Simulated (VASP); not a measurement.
# TiNi (Pm-3m) in VASP: notebook

Runs on TiNi. Level: r2SCAN. Tasks: single point.

Everything below comes from runs of VASP 6.6.1. Logs are shortened: lines on timing, memory, paths and dates and some standing lists are left out, and cuts for length are marked.

**1. The cell of the first run**

It takes space group Pm-3m (No. 221, cubic). Conventional cell: a = 2.928 Å, b = 2.928 Å, c = 2.928 Å, α = 90.00°, β = 90.00°, γ = 90.00°. Within 3.3 Å of Ti (site symmetry m-3m) lie 8 Ni at 2.54 Å and 6 Ti at 2.93 Å. Within 3.3 Å of Ni (site symmetry m-3m) lie 8 Ti at 2.54 Å and 6 Ni at 2.93 Å.

**2. Single point, r2SCAN (volume scaled by 0.94)**

Contents of POSCAR:

```
TiNi
1.0
    2.9275753787      0.0000000000      0.0000000000
    0.0000000000      2.9275753787      0.0000000000
    0.0000000000      0.0000000000      2.9275753787
Ti Ni
1 1
Direct
    0.5000000000      0.5000000000      0.5000000000
    0.0000000000      0.0000000000      0.0000000000
```

Contents of INCAR.step1:

```
  ALGO = Normal
  EDIFF = 1E-4
  ENCUT = 520
  GGA = PE
  ISMEAR = 0
  LASPH = T
  LCHARG = F
  LREAL = F
  LWAVE = T
  NBANDS = 18
  NELM = 80
  PREC = Accurate
  SIGMA = 0.1
```

Contents of INCAR.step2:

```
  ALGO = Normal
  EDIFF = 1E-7
  ENCUT = 520
  ISIF = 2
  ISMEAR = 0
  ISTART = 1
  LASPH = T
  LCHARG = F
  LMIXTAU = T
  LREAL = F
  LWAVE = F
  METAGGA = R2SCAN
  NBANDS = 18
  NELM = 80
  PREC = Accurate
  SIGMA = 0.1
```

Contents of KPOINTS:

```
k-points
0
Gamma
  14 14 14
```

Potentials or basis: VASP PAW PBE potentials, release 64 (Ti_sv, Ni).

On the command line:

```console
$ cat potpaw_PBE.64/Ti_sv/POTCAR potpaw_PBE.64/Ni/POTCAR > POTCAR
$ cp INCAR.step1 INCAR
$ mpirun -np 1 vasp_std > vasp.out
$ cp INCAR.step2 INCAR
$ mpirun -np 1 vasp_std > vasp.out
```

OUTCAR:

```text
EDIFF = 1E-7
   ENCUT = 520
   ISIF = 2
   ISMEAR = 0
   ISTART = 1
   LASPH = T
   LREAL = F
   METAGGA = R2SCAN
   NELM = 80
   PREC = Accurate

 ion  position               nearest neighbor table
   1  0.500  0.500  0.500-   2 2.54   2 2.54   2 2.54   2 2.54   2 2.54   2 2.54   2 2.54   2 2.54

   2  0.000  0.000  0.000-   1 2.54   1 2.54   1 2.54   1 2.54   1 2.54   1 2.54   1 2.54   1 2.54

  LATTYP: Found a simple cubic cell.
 ALAT       =     2.9275753787

  Lattice vectors:

 A1 = (   2.9275753787,   0.0000000000,   0.0000000000)
 A2 = (   0.0000000000,   2.9275753787,   0.0000000000)
 A3 = (   0.0000000000,   0.0000000000,   2.9275753787)

Analysis of symmetry for initial positions (statically):
=====================================================================
 Subroutine PRICEL returns:
 Original cell was already a primitive cell.

 Routine SETGRP: Setting up the symmetry group for a
 simple cubic supercell.

 Subroutine GETGRP returns: Found 48 space group operations
 (whereof 48 operations were pure point group operations)
 out of a pool of 48 trial point group operations.

The static configuration has the point symmetry O_h .

Analysis of symmetry for dynamics (positions and initial velocities):
=====================================================================
 Subroutine PRICEL returns:
 Original cell was already a primitive cell.

 Routine SETGRP: Setting up the symmetry group for a
 simple cubic supercell.

 Subroutine GETGRP returns: Found 48 space group operations
 (whereof 48 operations were pure point group operations)
 out of a pool of 48 trial point group operations.

The dynamic configuration has the point symmetry O_h .

 Subroutine INISYM returns: Found 48 space group operations
 (whereof 48 operations are pure point group operations),
 and found     1 'primitive' translations

----------------------------------------------------------------------------------------

                                     Primitive cell

  volume of cell :      25.0914

  direct lattice vectors                    reciprocal lattice vectors
     2.927575379  0.000000000  0.000000000     0.341579591  0.000000000  0.000000000
     0.000000000  2.927575379  0.000000000     0.000000000  0.341579591  0.000000000
     0.000000000  0.000000000  2.927575379     0.000000000  0.000000000  0.341579591

  length of vectors
     2.927575379  2.927575379  2.927575379     0.341579591  0.341579591  0.341579591

  position of ions in fractional coordinates (direct lattice)
     0.500000000  0.500000000  0.500000000
     0.000000000  0.000000000  0.000000000

  ion indices of the primitive-cell ions
   primitive index   ion index
                 1           1
                 2           2

----------------------------------------------------------------------------------------

 KPOINTS: k-points

Automatic generation of k-mesh.
 Grid dimensions read from file:
 generate k-points for:   14   14   14

 Generating k-lattice:

  Cartesian coordinates                     Fractional coordinates (reciprocal lattice)
     0.024398542  0.000000000  0.000000000     0.071428571  0.000000000  0.000000000
     0.000000000  0.024398542  0.000000000     0.000000000  0.071428571  0.000000000
     0.000000000  0.000000000  0.024398542     0.000000000  0.000000000  0.071428571

  Length of vectors
     0.024398542  0.024398542  0.024398542

  Shift w.r.t. Gamma in fractional coordinates (k-lattice)
     0.000000000  0.000000000  0.000000000

 Subroutine IBZKPT returns following result:
 ===========================================

 Found    120 irreducible k-points:

 Following reciprocal coordinates:
            Coordinates               Weight
  0.000000  0.000000  0.000000      1.000000
  0.071429  0.000000  0.000000      6.000000
  0.142857  0.000000  0.000000      6.000000
  0.214286  0.000000  0.000000      6.000000
  0.285714  0.000000  0.000000      6.000000
  0.357143  0.000000  0.000000      6.000000
[... 16 lines left out ...]
  0.285714  0.214286  0.000000     24.000000
  0.357143  0.214286  0.000000     24.000000
 [... further k-points ...]
   k-points           NKPTS =    120   k-points in BZ     NKDIM =    120   number of bands    NBANDS=     18
   number of dos      NEDOS =    301   number of ions     NIONS =      2
   total plane-waves  NPLWV =  13824
   dimension x,y,z NGX =    24 NGY =   24 NGZ =   24
   dimension x,y,z NGXF=    48 NGYF=   48 NGZF=   48
   ions per type =               1   1
   NGX,Y,Z   is equivalent  to a cutoff of  13.63, 13.63, 13.63 a.u.
   NGXF,Y,Z  is equivalent  to a cutoff of  27.26, 27.26, 27.26 a.u.
 SYSTEM =  unknown system
   PREC   = accura    normal or accurate (medium, high low for compatibility)
   ISTART =      1    job   : 0-new  1-cont  2-samecut
   ICHARG =      0    charge: 1-file 2-atom 10-const
   ISPIN  =      1    spin polarized calculation?
   LNONCOLLINEAR =      F non collinear calculations
   LSORBIT =      F    spin-orbit coupling
   LASPH  =      T    aspherical Exc in radial PAW
   ENCUT  =  520.0 eV  38.22 Ry    6.18 a.u.   5.44  5.44  5.44*2*pi/ulx,y,z
   NELM   =     80;   NELMIN=  2; NELMDL=  0     # of ELM steps
   EDIFF  = 0.1E-06   stopping-criterion for ELM
   LREAL  =      F    real-space projection
   EDIFFG = 0.1E-05   stopping-criterion for IOM
   NSW    =      0    number of steps for IOM
   IBRION =     -1    ionic relax: 0-MD 1-quasi-New 2-CG
   NFREE  =      0    steps in history (QN), initial steepest desc. (CG)
   ISIF   =      2    stress and relaxation
   ISYM   =      2    0-nonsym 1-usesym 2-fastsym
   POTIM  = 0.5000    time-step for ionic-motion
   TEBEG  =    0.0;   TEEND  =   0.0 temperature during run
   PSTRESS=    0.0 pullay stress
   NELECT =      22.0000    total number of electrons
   NUPDOWN=      -1.0000    fix difference up-down
   EMIN   =  10.00;   EMAX   =-10.00  energy-range for DOS
   EFERMI =   0.00;   METHOD = LEGACY
   ISMEAR =     0;   SIGMA  =   0.10  broadening in eV -4-tet -1-fermi 0-gaus
   EFERMI_NEDOS =   21; number of points for ismear=-14 and -15
   IALGO  =     38    algorithm
   IMIX   =      4    mixing-type and parameters
     AMIX     =   0.40;   BMIX     =  1.00
     AMIX_MAG =   1.60;   BMIX_MAG =  1.00
  volume/ion in A,a.u.               =      12.55        84.66
  Fermi-wavevector in a.u.,A,eV,Ry     =   1.566899  2.961010 33.404645  2.455172
  Thomas-Fermi vector in A             =   2.669159
   LORBIT       =      0    0 simple, 1 ext, 2 COOP (PROOUT), +10 PAW based schemes
   METAGGA = R2SCAN    functional components
   LHFCALC =     F    Hartree Fock is set to
   AEXX    =    0.0000 exact exchange contribution
   IVDW    =     0    specifies the selected vdW correction
   LEPSILON=     F    determine dielectric tensor
   LRPA    =     F    only Hartree local field effects (RPA)
 non-spin polarized calculation
 Gauss-broadening in eV      SIGMA  =   0.10
  energy-cutoff  :      520.00
  volume of cell :       25.09
 maximum number of plane-waves:       695
 NGX is ok and might be reduce to    24
   NGX = 11   NGY = 11   NGZ = 11

 number of electron      22.0000003 magnetization

 Free energy of the ion-electron system (eV)
  ---------------------------------------------------
  ext. energy  EPLUGINS =         0.00000000
  ---------------------------------------------------
  free energy    TOTEN  =       -25.51473987 eV

  energy without entropy =      -25.50229073  energy(sigma->0) =      -25.50851530

 E-fermi :  10.4129     XC(G=0): -13.9242

 val. band max:       10.4123127933   @ k =   0.3571   0.2143   0.2143
 cond. band min:      10.4139703188   @ k =   0.2857   0.0714   0.0714
 fundamental gap:      0.0016575256
 Fermi energy:        10.4129250430

 k-point     1 :       0.0000    0.0000    0.0000
  band No.  band energies     occupation
      1     -49.0752      2.00000
      2     -24.1055      2.00000
      3     -24.1055      2.00000
      4     -24.1055      2.00000
      5       1.8630      2.00000
      6       5.9876      2.00000
[... 10 lines left out ...]
     17      19.9138      0.00000
     18      19.9138      0.00000

 k-point     2 :       0.0714    0.0000    0.0000
  band No.  band energies     occupation
      1     -49.0731      2.00000
      2     -24.1248      2.00000
      3     -24.1040      2.00000
      4     -24.1040      2.00000
      5       1.9730      2.00000
      6       6.0332      2.00000
[... 10 lines left out ...]
     17      20.1748      0.00000
     18      20.1748      0.00000

 k-point     3 :       0.1429    0.0000    0.0000
  band No.  band energies     occupation
      1     -49.0672      2.00000
      2     -24.1785      2.00000
      3     -24.1000      2.00000
      4     -24.1000      2.00000
      5       2.2969      2.00000
      6       6.1653      2.00000
[... 10 lines left out ...]
     17      20.8868      0.00000
     18      20.8868      0.00000

 k-point     4 :       0.2143    0.0000    0.0000
  band No.  band energies     occupation
      1     -49.0587      2.00000
      2     -24.2555      2.00000
      3     -24.0941      2.00000
      4     -24.0941      2.00000
      5       2.8167      2.00000
      6       6.3423      2.00000
[... 375 lines left out ...]
      4     -24.0817      2.00000
      5       3.6512      2.00000
      6       6.5253      2.00000
[... 10 lines left out ...]
     17      19.3885      0.00000
     18      23.3129      0.00000

 k-point    23 :       0.2857    0.2143    0.0000
  band No.  band energies     occupation
      1     -49.0338      2.00000
      2     -24.3213      2.00000
      3     -24.2286      2.00000
      4     -24.0746      2.00000
      5       4.2210      2.00000
      6       6.5817      2.00000
[... 10 lines left out ...]
     17      19.7897      0.00000
     18      24.2627      0.00000

 k-point    24 :       0.3571    0.2143    0.0000
  band No.  band energies     occupation
      1     -49.0256      2.00000
      2     -24.3937      2.00000
      3     -24.2205      2.00000
      4     -24.0681      2.00000
      5       4.8413      2.00000
      6       6.5659      2.00000
[... 10 lines left out ...]
     17      20.5502      0.00000
     18      24.8682      0.00000

 [... further k-points ...]

------------------------ aborting loop because EDIFF is reached ----------------------------------------

  FORCE on cell =-STRESS in cart. coord.  units (eV):
  Direction    XX          YY          ZZ          XY          YZ          ZX
  --------------------------------------------------------------------------------------
  -------------------------------------------------------------------------------------
  Total        2.0049637      2.0049637      2.0049637      0.0000000      0.0000000     -0.0000000
  in kB      128.0244244    128.0244244    128.0244244      0.0000000      0.0000000     -0.0000000
  external PRESSURE =     128.0244244 kB  Pullay stress =       0.0000000 kB

 VOLUME and BASIS-vectors are now :
 -----------------------------------------------------------------------------
  energy-cutoff  :      520.00
  volume of cell :       25.09
      direct lattice vectors                 reciprocal lattice vectors
     2.927575379  0.000000000  0.000000000     0.341579591  0.000000000  0.000000000
     0.000000000  2.927575379  0.000000000     0.000000000  0.341579591  0.000000000
     0.000000000  0.000000000  2.927575379     0.000000000  0.000000000  0.341579591

 POSITION                                       TOTAL-FORCE (eV/Angst)
 -----------------------------------------------------------------------------------
      1.46379      1.46379      1.46379         0.000000      0.000000      0.000000
      0.00000      0.00000      0.00000         0.000000      0.000000      0.000000
 -----------------------------------------------------------------------------------
    total drift:                                0.000000      0.000000     -0.000000

  FREE ENERGIE OF THE ION-ELECTRON SYSTEM (eV)
  ---------------------------------------------------
  free  energy   TOTEN  =       -25.5147398681 eV

  energy  without entropy=      -25.5022907287  energy(sigma->0) =      -25.50851530
```

Wall time 87 s (1 thread of Intel Xeon Platinum 8488C (Sapphire Rapids), shared host); peak memory 0.19 GiB.

Results:

```yaml
Free_energy: -25.5147 eV
Pressure: 12.8 GPa
Band_gap_on_the_k_mesh: zero (band 11 reaches 10.98 eV, above the bottom of band 12 at 9.01 eV)
```

Caveat: the PAW data sets were made with another functional, which shifts forces and pressure a little.

(Continued in part 2 of 2.)
